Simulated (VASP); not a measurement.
**MgO: single point with LDA**

The system is MgO.

```
Mg O
1.0
     2.69499    0.00000    0.00000
    -1.34749    2.33393    0.00000
     0.00000    0.00000    2.49497
Mg O
1 1
Direct
  0.00000 0.00000 0.00000
  0.33333 0.66667 0.50000
```

```json
{
 "Program": "VASP 6.6.1",
 "Task": "single point",
 "Functional": "LDA",
 "Potentials or basis": "VASP PAW LDA potentials, release 64 (Mg, O)",
 "Cutoff": "520 eV",
 "k mesh": "12 × 12 × 8",
 "Occupations": "gaussian, width 0.01 eV",
 "Spin": "no spin polarisation"
}
```

```
Pressure               : 38.2 GPa
Band gap on the k mesh : 5.07 eV (least direct gap 5.60 eV)
```

Stress tensor (GPa, compression positive):
```
38.33  0.00  0.00
 0.00 38.33  0.00
 0.00  0.00 38.02
```

Levels at points of the mesh, in eV from the valence-band top:
| k point | band 1 | band 2 | band 3 | band 4 | band 5 | band 6 | band 7 | band 8 | band 9 |
| --- | --- | --- | --- | --- | --- | --- | --- | --- | --- |
| (0.00, 0.00, 0.00) | -18.57 | -0.63 | -0.63 | -0.54 | 5.07 | 12.34 | 17.68 | 17.68 | 22.76 |
| (0.50, 0.00, 0.00) | -16.82 | -6.12 | -1.52 | -0.12 | 7.67 | 13.55 | 14.56 | 20.90 | 21.38 |
| (0.00, 0.00, 0.50) | -16.90 | -6.67 | 0.00 | 0.00 | 10.74 | 10.94 | 19.21 | 19.21 | 20.34 |
| (0.50, 0.00, 0.50) | -15.71 | -4.66 | -4.34 | -1.05 | 6.28 | 13.07 | 17.34 | 17.62 | 17.86 |

It took 18 s on 1 thread of Intel Xeon 8259CL (shared host), peak memory 0.13 GiB.

Caveat: the cell stands under pressure. A k mesh can miss the band edges.
